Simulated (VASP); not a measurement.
# Be (Im-3m) in VASP: further runs, part 2 of 2

VASP 6.6.1. The steps go on from the part before.

## Step 3: Single point, PBE

File INCAR:

```
SYSTEM = Be
  PREC = Accurate
  ENCUT = 520
  EDIFF = 1E-7
  ISMEAR = -1
  SIGMA = 0.08
  LREAL = .FALSE.
  LASPH = .TRUE.
  NELM = 60
  ALGO = Normal
  ISIF = 2
  LWAVE = .FALSE.
  LCHARG = .TRUE.
  GGA = PE
  LELF = .TRUE.
  LVHAR = .TRUE.
  NBANDS = 7
```

File KPOINTS:

```
regular mesh
0
G
  21 21 21
  0 0 0
```

File POSCAR:

```
Be
1.0
   -1.2546104883      1.2546104883      1.2546104883
    1.2546104883     -1.2546104883      1.2546104883
    1.2546104883      1.2546104883     -1.2546104883
Be
1
Direct
    0.0000000000      0.0000000000      0.0000000000
```

Potentials or basis: VASP PAW PBE potentials, release 64 (Be).

Launch:

```
> cat potpaw_PBE.64/Be/POTCAR > POTCAR
> mpirun -np 1 vasp_std > vasp.out
```

OUTCAR:

```text
SYSTEM = Be
   PREC = Accurate
   ENCUT = 520
   EDIFF = 1E-7
   ISMEAR = -1
   LREAL = .FALSE.
   LASPH = .TRUE.
   NELM = 60
   ISIF = 2
   GGA = PE

 ion  position               nearest neighbor table
   1  0.000  0.000  0.000-

  LATTYP: Found a body centered cubic cell.
 ALAT       =     2.5092209766

  Lattice vectors:

 A1 = (  -1.2546104883,   1.2546104883,   1.2546104883)
 A2 = (   1.2546104883,  -1.2546104883,   1.2546104883)
 A3 = (   1.2546104883,   1.2546104883,  -1.2546104883)

Analysis of symmetry for initial positions (statically):
=====================================================================
 Subroutine PRICEL returns:
 Original cell was already a primitive cell.

 Routine SETGRP: Setting up the symmetry group for a
 body centered cubic supercell.

 Subroutine GETGRP returns: Found 48 space group operations
 (whereof 48 operations were pure point group operations)
 out of a pool of 48 trial point group operations.

The static configuration has the point symmetry O_h .

Analysis of symmetry for dynamics (positions and initial velocities):
=====================================================================
 Subroutine PRICEL returns:
 Original cell was already a primitive cell.

 Routine SETGRP: Setting up the symmetry group for a
 body centered cubic supercell.

 Subroutine GETGRP returns: Found 48 space group operations
 (whereof 48 operations were pure point group operations)
 out of a pool of 48 trial point group operations.

The dynamic configuration has the point symmetry O_h .

 Subroutine INISYM returns: Found 48 space group operations
 (whereof 48 operations are pure point group operations),
 and found     1 'primitive' translations

----------------------------------------------------------------------------------------

[... 106 lines left out ...]
   EFERMI_NEDOS =   21; number of points for ismear=-14 and -15
   IALGO  =     38    algorithm
   IMIX   =      4    mixing-type and parameters
     AMIX     =   0.40;   BMIX     =  1.00
     AMIX_MAG =   1.60;   BMIX_MAG =  1.00
  volume/ion in A,a.u.               =       7.90        53.31
  Fermi-wavevector in a.u.,A,eV,Ry     =   1.035673  1.957138 14.593857  1.072618
  Thomas-Fermi vector in A             =   2.170027
   LORBIT       =      0    0 simple, 1 ext, 2 COOP (PROOUT), +10 PAW based schemes
   GGA     = PE    functional components
   LHFCALC =     F    Hartree Fock is set to
   AEXX    =    0.0000 exact exchange contribution
   IVDW    =     0    specifies the selected vdW correction
   LEPSILON=     F    determine dielectric tensor
   LRPA    =     F    only Hartree local field effects (RPA)
 non-spin polarized calculation
  energy-cutoff  :      520.00
  volume of cell :        7.90
 maximum number of plane-waves:       236
   NGX =  7   NGY =  7   NGZ =  7

 number of electron       2.0000000 magnetization

 Free energy of the ion-electron system (eV)
  ---------------------------------------------------
  ext. energy  EPLUGINS =         0.00000000
  ---------------------------------------------------
  free energy    TOTEN  =        -3.66912970 eV

  energy without entropy =       -3.66740196  energy(sigma->0) =       -3.66826583

 E-fermi :   7.8267     XC(G=0): -10.6151

 val. band max:        7.7663828522   @ k =  -0.3810  -0.3810   0.0476
 cond. band min:       7.9488073904   @ k =   0.3333   0.2381   0.0952
 fundamental gap:      0.1824245382
 Fermi energy:         7.8266589077

 k-point     1 :       0.0000    0.0000    0.0000
  band No.  band energies     occupation
      1      -4.3245      2.00000
      2      27.1747      0.00000
      3      27.1747      0.00000
      4      27.1747      0.00000
      5      38.5188      0.00000
      6      38.5188      0.00000
      7      38.5188      0.00000
[... 221 lines left out ...]
 k-point    24 :       0.1905    0.0952    0.0000
  band No.  band energies     occupation
      1      -2.0971      2.00000
      2      18.7131      0.00000
      3      21.5304      0.00000
      4      24.0792      0.00000
      5      33.0928      0.00000
      6      33.1848      0.00000
      7      39.3005      0.00000

 [... further k-points ...]

------------------------ aborting loop because EDIFF is reached ----------------------------------------

  FORCE on cell =-STRESS in cart. coord.  units (eV):
  Direction    XX          YY          ZZ          XY          YZ          ZX
  --------------------------------------------------------------------------------------
  -------------------------------------------------------------------------------------
  Total       -0.0565901     -0.0565901     -0.0565901      0.0000000     -0.0000000      0.0000000
  in kB      -11.4779501    -11.4779501    -11.4779501      0.0000000     -0.0000000      0.0000000
  external PRESSURE =     -11.4779501 kB  Pullay stress =       0.0000000 kB

 VOLUME and BASIS-vectors are now :
 -----------------------------------------------------------------------------
  energy-cutoff  :      520.00
  volume of cell :        7.90
      direct lattice vectors                 reciprocal lattice vectors
    -1.254610488  1.254610488  1.254610488     0.000000000  0.398530065  0.398530065
     1.254610488 -1.254610488  1.254610488     0.398530065  0.000000000  0.398530065
     1.254610488  1.254610488 -1.254610488     0.398530065  0.398530065  0.000000000

 POSITION                                       TOTAL-FORCE (eV/Angst)
 -----------------------------------------------------------------------------------
      0.00000      0.00000      0.00000         0.000000     -0.000000      0.000000
 -----------------------------------------------------------------------------------
    total drift:                                0.000000     -0.000000      0.000000

  FREE ENERGIE OF THE ION-ELECTRON SYSTEM (eV)
  ---------------------------------------------------
  free  energy   TOTEN  =        -3.6691296995 eV

  energy  without entropy=       -3.6674019561  energy(sigma->0) =       -3.66826583
```

OSZICAR:

```text
N       E                     dE             d eps       ncg     rms          rms(c)
DAV:   1    -0.233227202557E+01   -0.23323E+01   -0.11530E+03  4389   0.235E+02
DAV:   2    -0.369661029432E+01   -0.13643E+01   -0.12484E+01  5614   0.254E+01
DAV:   3    -0.369866228618E+01   -0.20520E-02   -0.20519E-02  4473   0.903E-01
DAV:   4    -0.369866267512E+01   -0.38894E-06   -0.38815E-06  6132   0.125E-02
DAV:   5    -0.369866267411E+01    0.10046E-08   -0.79094E-10  4515   0.589E-05    0.779E-01
DAV:   6    -0.367751115536E+01    0.21152E-01   -0.23326E-03  4508   0.467E-01    0.479E-01
DAV:   7    -0.366915169189E+01    0.83595E-02   -0.23074E-03  4277   0.488E-01    0.180E-02
DAV:   8    -0.366912947358E+01    0.22218E-04   -0.80280E-06  4627   0.245E-02    0.659E-03
DAV:   9    -0.366912972219E+01   -0.24861E-06   -0.94890E-07  4837   0.689E-03    0.293E-04
DAV:  10    -0.366912969953E+01    0.22665E-07   -0.99798E-10  3038   0.345E-04
   1 F= -.36691297E+01 E0= -.36682658E+01  d E =-.172774E-02
```

stdout:

```text
POSCAR found type information on POSCAR Be
 POSCAR found :  1 types and       1 ions
 scaLAPACK will be used
 LDA part: xc-table for (Slater+PW92), standard interpolation
 POSCAR, INCAR and KPOINTS ok, starting setup
 FFT: planning ... GRIDC
 FFT: planning ... GRID_SOFT
 FFT: planning ... GRID
 WAVECAR not read
 entering main loop
```

Run time: 5.3 s. Hardware: 1 thread of Intel Xeon Platinum 8259CL at 2.50GHz (Skylake/Cascade Lake), shared host; peak memory 0.12 GiB.

Results:

```yaml
Free_energy: -3.6691 eV
Pressure: -1.1 GPa
Band_gap_on_the_k_mesh: zero (band 1 reaches 11.35 eV, above the bottom of band 2 at 6.54 eV)
```

## Step 4: Relaxation of cell and atoms, PBE, target pressure -1.3 GPa, at which the enthalpy is minimised

File INCAR:

```
PREC     = Accurate       # precision mode
ENCUT    = 600            # plane-wave cutoff, eV
EDIFF    = 1E-6           # SCF threshold, eV
ISMEAR   = -1             # smearing method
SIGMA    = 0.08           # smearing width, eV
LREAL    = False          # projectors in reciprocal space
LASPH    = True           # aspherical terms in the spheres
NELM     = 80             # most SCF steps
ALGO     = Normal         # electronic algorithm
ISIF     = 3              # what is computed and relaxed
LWAVE    = False          # write WAVECAR
LCHARG   = False          # write CHGCAR
GGA      = PE             # functional
IBRION   = 2              # ionic algorithm
NSW      = 32             # ionic steps
EDIFFG   = -0.005         # ionic threshold
PSTRESS  = -13.0
```

File KPOINTS:

```
regular mesh
0
Gamma
  21 21 21
```

POSCAR is that of step 3.

Potentials or basis: VASP PAW PBE potentials, release 64 (Be).

Launch:

```
> cat potpaw_PBE.64/Be/POTCAR > POTCAR
> mpirun -np 1 vasp_std > vasp.out
```

OUTCAR:

```text
PREC = Accurate
   ENCUT = 600
   EDIFF = 1E-6
   ISMEAR = -1
   LREAL = False
   LASPH = True
   NELM = 80
   ISIF = 3
   GGA = PE
   IBRION = 2
   NSW = 32
   EDIFFG = -0.005
   PSTRESS = -13.0

 ion  position               nearest neighbor table
   1  0.000  0.000  0.000-

  LATTYP: Found a body centered cubic cell.
 ALAT       =     2.5092209766

  Lattice vectors:

 A1 = (  -1.2546104883,   1.2546104883,   1.2546104883)
 A2 = (   1.2546104883,  -1.2546104883,   1.2546104883)
 A3 = (   1.2546104883,   1.2546104883,  -1.2546104883)

Analysis of symmetry for initial positions (statically):
=====================================================================
 Subroutine PRICEL returns:
 Original cell was already a primitive cell.

 Routine SETGRP: Setting up the symmetry group for a
 body centered cubic supercell.

 Subroutine GETGRP returns: Found 48 space group operations
 (whereof 48 operations were pure point group operations)
 out of a pool of 48 trial point group operations.

[... 202 lines left out ...]
  ext. energy  EPLUGINS =         0.00000000
  ---------------------------------------------------
  free energy    TOTEN  =        -3.66907507 eV

  energy without entropy =       -3.66734203  energy(sigma->0) =       -3.66820855

 E-fermi :   7.8170     XC(G=0): -10.6114

 val. band max:        7.7566227185   @ k =  -0.3810  -0.3810   0.0476
 cond. band min:       7.9389423410   @ k =   0.3333   0.2381   0.0952
 fundamental gap:      0.1823196225
 Fermi energy:         7.8169913210

 k-point     1 :       0.0000    0.0000    0.0000
  band No.  band energies     occupation
      1      -4.3275      2.00000
      2      27.1468      0.00000
      3      27.1468      0.00000
      4      27.1468      0.00000
      5      38.4867      0.00000
[... 177 lines left out ...]
 k-point    24 :       0.1905    0.0952    0.0000
  band No.  band energies     occupation
      1      -2.1010      2.00000
      2      18.6938      0.00000
      3      21.5080      0.00000
      4      24.0553      0.00000
      5      33.0637      0.00000

 [... further k-points ...]
[... 5 lines left out ...]
  --------------------------------------------------------------------------------------
  -------------------------------------------------------------------------------------
  Total       -0.0631099     -0.0631099     -0.0631099      0.0000000      0.0000000      0.0000000
  in kB      -12.7858338    -12.7858338    -12.7858338      0.0000000      0.0000000      0.0000000
  external PRESSURE =       0.2141662 kB  Pullay stress =     -13.0000000 kB

 VOLUME and BASIS-vectors are now :
 -----------------------------------------------------------------------------
  energy-cutoff  :      600.00
  volume of cell :        7.91
      direct lattice vectors                 reciprocal lattice vectors
    -1.255084532  1.255084532  1.255084532     0.000000000  0.398379541  0.398379541
     1.255084532 -1.255084532  1.255084532     0.398379541  0.000000000  0.398379541
     1.255084532  1.255084532 -1.255084532     0.398379541  0.398379541  0.000000000

 POSITION                                       TOTAL-FORCE (eV/Angst)
 -----------------------------------------------------------------------------------
      0.00000      0.00000      0.00000         0.000000      0.000000      0.000000
 -----------------------------------------------------------------------------------
    total drift:                                0.000000      0.000000     -0.000000

  FREE ENERGIE OF THE ION-ELECTRON SYSTEM (eV)
  ---------------------------------------------------
  free  energy   TOTEN  =        -3.6690750686 eV

  energy  without entropy=       -3.6673420333  energy(sigma->0) =       -3.66820855

  enthalpy is  TOTEN    =        -3.7332420623 eV   P V=       -0.0641669938

 reached required accuracy - stopping structural energy minimisation
```

OSZICAR:

```text
N       E                     dE             d eps       ncg     rms          rms(c)
DAV:   1    -0.179209635648E+01   -0.17921E+01   -0.11448E+03  2960   0.359E+02
DAV:   2    -0.369049007193E+01   -0.18984E+01   -0.18069E+01  3790   0.419E+01
DAV:   3    -0.369868140291E+01   -0.81913E-02   -0.81819E-02  3490   0.228E+00
DAV:   4    -0.369868488309E+01   -0.34802E-05   -0.34800E-05  4270   0.433E-02
DAV:   5    -0.369868488538E+01   -0.22944E-08   -0.20636E-08  3600   0.378E-04    0.779E-01
DAV:   6    -0.367752467042E+01    0.21160E-01   -0.23422E-03  3425   0.677E-01    0.479E-01
DAV:   7    -0.366916539483E+01    0.83593E-02   -0.23181E-03  3285   0.708E-01    0.180E-02
DAV:   8    -0.366914268480E+01    0.22710E-04   -0.71192E-06  3430   0.336E-02    0.666E-03
DAV:   9    -0.366914294652E+01   -0.26172E-06   -0.94430E-07  3830   0.983E-03
   1 F= -.37332373E+01 E0= -.37323734E+01  d E =-.373324E+01
       N       E                     dE             d eps       ncg     rms          rms(c)
DAV:   1    -0.366907529411E+01    0.67391E-04   -0.16377E-05  3175   0.459E-02    0.173E-03
DAV:   2    -0.366907506859E+01    0.22552E-06   -0.12402E-08  2290   0.145E-03
   2 F= -.37332421E+01 E0= -.37323755E+01  d E =-.480195E-05
```

Wall time 9.4 s (1 thread of Intel Xeon Platinum 8259CL at 2.50GHz (Skylake/Cascade Lake), shared host); peak memory 0.12 GiB.

What came out:

| Property | Result |
| --- | --- |
| Free energy | -3.6691 eV |
| Relaxed volume | 7.91 Å³/atom |
| Relaxed cell | a = 2.174 Å, b = 2.174 Å, c = 2.174 Å, α = 109.47°, β = 109.47°, γ = 109.47° |
| Space group after relaxing (to 0.05 Å) | Im-3m (No. 229) |
| Energy change on relaxing (the enthalpy is what falls) | +0.1 meV/atom |
| Ionic steps | 2 |
| Pressure after relaxing | -1.3 GPa |
| Band gap on the k mesh | zero (band 1 reaches 11.33 eV, above the bottom of band 2 at 6.53 eV) |

Final structure:
```
Be
1.0
    -1.25508    1.25508    1.25508
     1.25508   -1.25508    1.25508
     1.25508    1.25508   -1.25508
Be
1
Direct
  0.00000 0.00000 0.00000
```

Levels at points of the mesh, in eV from the Fermi level:
```tsv
k point	band 1	band 2	band 3	band 4	band 5
(0.00, 0.00, 0.00)	-12.14	19.33	19.33	19.33	30.67
```

Caveat: the cell is relaxed towards a set pressure, so the enthalpy falls and the energy may rise.
